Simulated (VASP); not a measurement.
# Ag (Fm-3m) in VASP: notebook, part 2 of 2

VASP 6.6.1.

## 4. Single point, PBE+D3(BJ)

This run uses another cell than the first one, of 17.05 Å³/atom, 1.009 times its volume.

Contents of INCAR:

```
PREC = Accurate ; ENCUT = 500
EDIFF = 1E-6 ; ISMEAR = 0
SIGMA = 0.1 ; LREAL = False
LASPH = True ; NELM = 120
ALGO = Normal ; ISIF = 2
LWAVE = False ; LCHARG = False
GGA = PE ; IVDW = 12
NBANDS = 12 ; GGA_COMPAT = False
```

Contents of KPOINTS:

```
Automatic mesh
0
Gamma
  8 8 8
```

Contents of POSCAR:

```
Ag
1.0
    0.0000000000      2.0427500000      2.0427500000
    2.0427500000      0.0000000000      2.0427500000
    2.0427500000      2.0427500000      0.0000000000
Ag
1
Direct
    0.0000000000      0.0000000000      0.0000000000
```

Potentials or basis: VASP PAW PBE potentials, release 64 (Ag).

Command:

```console
cat potpaw_PBE.64/Ag/POTCAR > POTCAR
mpirun -np 1 vasp_std > vasp.out
```

OUTCAR:

```text
PREC = Accurate
   ENCUT = 500
   EDIFF = 1E-6
   ISMEAR = 0
   LREAL = False
   LASPH = True
   NELM = 120
   ISIF = 2
   GGA = PE
   IVDW = 12
 IVDW          = 12

 ion  position               nearest neighbor table
   1  0.000  0.000  0.000-

  LATTYP: Found a face centered cubic cell.
 ALAT       =     4.0855000000

  Lattice vectors:

 A1 = (   0.0000000000,   2.0427500000,   2.0427500000)
 A2 = (   2.0427500000,   0.0000000000,   2.0427500000)
 A3 = (   2.0427500000,   2.0427500000,   0.0000000000)

Analysis of symmetry for initial positions (statically):
=====================================================================
 Subroutine PRICEL returns:
 Original cell was already a primitive cell.

 Routine SETGRP: Setting up the symmetry group for a
 face centered cubic supercell.

 Subroutine GETGRP returns: Found 48 space group operations
 (whereof 48 operations were pure point group operations)
 out of a pool of 48 trial point group operations.

The static configuration has the point symmetry O_h .

Analysis of symmetry for dynamics (positions and initial velocities):
=====================================================================
 Subroutine PRICEL returns:
 Original cell was already a primitive cell.

 Routine SETGRP: Setting up the symmetry group for a
 face centered cubic supercell.

 Subroutine GETGRP returns: Found 48 space group operations
 (whereof 48 operations were pure point group operations)
 out of a pool of 48 trial point group operations.

The dynamic configuration has the point symmetry O_h .

 Subroutine INISYM returns: Found 48 space group operations
 (whereof 48 operations are pure point group operations),
 and found     1 'primitive' translations

----------------------------------------------------------------------------------------

                                     Primitive cell

  volume of cell :      17.0481

  direct lattice vectors                    reciprocal lattice vectors
     0.000000000  2.042750000  2.042750000    -0.244768082  0.244768082  0.244768082
[... 113 lines left out ...]
   LEPSILON=     F    determine dielectric tensor
   LRPA    =     F    only Hartree local field effects (RPA)
 non-spin polarized calculation
 Gauss-broadening in eV      SIGMA  =   0.10
  energy-cutoff  :      500.00
  volume of cell :       17.05
 maximum number of plane-waves:       445
 NGX is ok and might be reduce to    24
   NGX = 11   NGY = 11   NGZ = 11

 number of electron      10.9999999 magnetization

 Free energy of the ion-electron system (eV)
  ---------------------------------------------------
  ext. energy  EPLUGINS =         0.00000000
  ---------------------------------------------------
  free energy    TOTEN  =        -2.67807464 eV

  energy without entropy =       -2.67503669  energy(sigma->0) =       -2.67655567

 E-fermi :   8.2404     XC(G=0): -12.2094

 val. band max:        8.1658168112   @ k =   0.5000   0.2500   0.1250
 cond. band min:       8.6575431349   @ k =   0.5000   0.3750   0.1250
 fundamental gap:      0.4917263237
 Fermi energy:         8.2404255359

 k-point     1 :       0.0000    0.0000    0.0000
  band No.  band energies     occupation
      1       0.6639      2.00000
      2       3.6323      2.00000
      3       3.6323      2.00000
      4       3.6323      2.00000
      5       4.6674      2.00000
      6       4.6674      2.00000
      7      24.4580      0.00000
      8      28.0369      0.00000
      9      28.0369      0.00000
     10      28.0369      0.00000
     11      32.8414      0.00000
     12      33.9883      0.00000
[... 331 lines left out ...]
 k-point    24 :      -0.3750    0.2500    0.1250
  band No.  band energies     occupation
      1       2.7010      2.00000
      2       3.1810      2.00000
      3       4.0656      2.00000
      4       4.2337      2.00000
      5       5.3876      2.00000
      6      10.7245      0.00000
      7      12.3873      0.00000
      8      20.8551      0.00000
      9      21.0152      0.00000
     10      26.9309      0.00000
     11      31.6920      0.00000
     12      35.7411      0.00000

 [... further k-points ...]

------------------------ aborting loop because EDIFF is reached ----------------------------------------

 Edisp (eV)   -0.58899

 E8    (eV) :    -0.2574

  FORCE on cell =-STRESS in cart. coord.  units (eV):
  Direction    XX          YY          ZZ          XY          YZ          ZX
  --------------------------------------------------------------------------------------
  -------------------------------------------------------------------------------------
  Total      -0.05872    -0.05872    -0.05872    -0.00000    -0.00000     0.00000
  in kB      -5.51877    -5.51877    -5.51877    -0.00000    -0.00000     0.00000
  external pressure =       -5.52 kB  Pullay stress =        0.00 kB

 VOLUME and BASIS-vectors are now :
 -----------------------------------------------------------------------------
  energy-cutoff  :      500.00
  volume of cell :       17.05
      direct lattice vectors                 reciprocal lattice vectors
     0.000000000  2.042750000  2.042750000    -0.244768082  0.244768082  0.244768082
     2.042750000  0.000000000  2.042750000     0.244768082 -0.244768082  0.244768082
     2.042750000  2.042750000  0.000000000     0.244768082  0.244768082 -0.244768082

 POSITION                                       TOTAL-FORCE (eV/Angst)
 -----------------------------------------------------------------------------------
      0.00000      0.00000      0.00000        -0.000000      0.000000     -0.000000
 -----------------------------------------------------------------------------------
    total drift:                               -0.000000      0.000000      0.000000

  FREE ENERGIE OF THE ION-ELECTRON SYSTEM (eV)
  ---------------------------------------------------
  free  energy   TOTEN  =        -3.2670660962 eV

  energy  without entropy=       -3.2640281528  energy(sigma->0) =       -3.26554712
```

Wall time 8 s (1 thread of Intel Xeon 8259CL, shared host); peak memory 0.15 GiB.

What came out:

* Free energy: -3.2671 eV
* Pressure: -0.6 GPa
* Dispersion energy per atom: -0.589 eV

Levels at points of the mesh, in eV from the Fermi level:
| k point | band 3 | band 4 | band 5 | band 6 | band 7 | band 8 | band 9 | band 10 |
| --- | --- | --- | --- | --- | --- | --- | --- | --- |
| (0.00, 0.00, 0.00) | -4.61 | -4.61 | -3.57 | -3.57 | 16.22 | 19.80 | 19.80 | 19.80 |
| (0.50, 0.00, 0.00) | -4.63 | -2.78 | -2.78 | -0.21 | 3.80 | 15.45 | 18.07 | 18.07 |
| (0.50, 0.50, 0.00) | -2.81 | -2.57 | -2.57 | 1.80 | 6.94 | 10.86 | 10.86 | 17.38 |

Caveat: pairwise dispersion overbinds metals, which lowers pressure and volume.

## 5. The runs side by side

```csv
task,cell,k mesh,cutoff (eV),gap on the mesh (eV),pressure (GPa)
single point,"a = 2.880 Å, angles 60.0°, 1 atom",18 × 18 × 18,520,none,-0.1
relaxation of cell and atoms,"relaxed from a = 2.889 Å, angles 60.0°, 1 atom",18 × 18 × 18,600,none,0.0
single point,"a = 2.889 Å, angles 60.0°, 1 atom",8 × 8 × 8,500,none,-0.6
```

Alike in all rows: level PBE+D3(BJ); potentials or basis VASP PAW PBE potentials, release 64 (Ag); no spin polarisation; smearing gaussian 0.1 eV.

Caveats: pairwise dispersion overbinds metals, which lowers pressure and volume.

Total energies depend on the potentials used, so only differences within one code and one set of settings carry meaning.
